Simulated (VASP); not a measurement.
Runs of VASP 6.6.1 on Cd. The structure is that of space group P6_3/mmc (No. 194), or close to it. The cells are those of the table. 

```tsv
task	cell	gap on the mesh (eV)	pressure (GPa)
electric field gradients	a = 2.890, b = 2.890, c = 5.618 Å, angles 90.0, 90.0, 120.0°, 2 atoms	none	8.7
electric field gradients	a = 3.018, b = 3.018, c = 5.692 Å, angles 90.0, 90.0, 120.0°, 2 atoms	none	(a)
single point	a = 2.919, b = 2.919, c = 5.618 Å, angles 90.0, 90.0, 120.0°, 2 atoms	none	(c)
electric field gradients	a = 2.949, b = 2.949, c = 5.618 Å, angles 90.0, 90.0, 120.0°, 2 atoms	none	4.9
single point	a = 2.959, b = 2.959, c = 5.580 Å, angles 90.0, 90.0, 120.0°, 2 atoms	none	4.7
electric field gradients	a = 3.038, b = 3.038, c = 5.618 Å, angles 90.0, 90.0, 120.0°, 2 atoms	none	(b)
single point	a = 3.009, b = 3.009, c = 5.618 Å, angles 90.0, 90.0, 120.0°, 2 atoms	none	2.0
electric field gradients	a = 2.959, b = 2.959, c = 5.580 Å, angles 90.0, 90.0, 120.0°, 2 atoms	none	4.7
single point	a = 3.068, b = 3.068, c = 5.618 Å, angles 90.0, 90.0, 120.0°, 2 atoms	none	-0.1
electric field gradients	a = 2.989, b = 2.989, c = 5.636 Å, angles 90.0, 90.0, 120.0°, 2 atoms	none	2.7
electric field gradients	a = 2.918, b = 2.918, c = 5.503 Å, angles 90.0, 90.0, 120.0°, 2 atoms	none	8.0
```

Alike in all rows: level PBE; potentials or basis VASP PAW PBE potentials, release 64 (Cd); no spin polarisation; k mesh 14 × 14 × 7; cutoff (eV) 520; smearing fermi-dirac 0.05 eV.

Question: Estimate the missing entries.

Answer: (a) 1.1; (b) 0.9; (c) 6.7.

A k mesh can miss the band edges, and the runs leave out spin-orbit coupling on Cd.

A gap of «none» marks levels without a gap at the run's occupations.
